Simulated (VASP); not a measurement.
Here is a VASP 6.6.1 calculation.

Contents of INCAR:

```
PREC = Accurate
ENCUT = 600
EDIFF = 1E-6
ISMEAR = 0
SIGMA = 0.1
LREAL = F
LASPH = T
NELM = 80
ALGO = Normal
ISIF = 3
LWAVE = F
LCHARG = F
GGA = PE
IBRION = 2
NSW = 100
EDIFFG = -0.01
```

KPOINTS

```
Automatic mesh
0
Gamma
  18 18 18
```

Contents of POSCAR:

```
Hf
1.0
    2.9169863342      0.0000000000      0.0000000000
    0.0000000000      2.9169863342      0.0000000000
    0.0000000000      0.0000000000      2.9169863342
Hf
1
Direct
    0.5000000000      0.5000000000      0.5000000000
```

Potentials or basis: VASP PAW PBE potentials, release 64 (Hf_pv).

Run with:

```sh
$ cat potpaw_PBE.64/Hf_pv/POTCAR > POTCAR
$ mpirun -np 1 vasp_std > vasp.out
```

Predict the relaxed cell.

a = 2.910 Å, b = 2.910 Å, c = 2.910 Å, α = 90.00°, β = 90.00°, γ = 90.00°.

Predict the relaxed volume.

24.64 Å³/atom.

Estimate the space group after relaxing (to 0.05 Å).

Pm-3m (No. 221).

Estimate the band gap on the k mesh.

zero (band 5 reaches 4.68 eV, above the bottom of band 6 at 2.42 eV).

Final structure:
```
Hf
1.0
     2.90983    0.00000    0.00000
     0.00000    2.90983    0.00000
     0.00000    0.00000    2.90983
Hf
1
Direct
  0.50000 0.50000 0.50000
```

Caveat: spin-orbit coupling is left out, which moves the levels of the heavy elements.
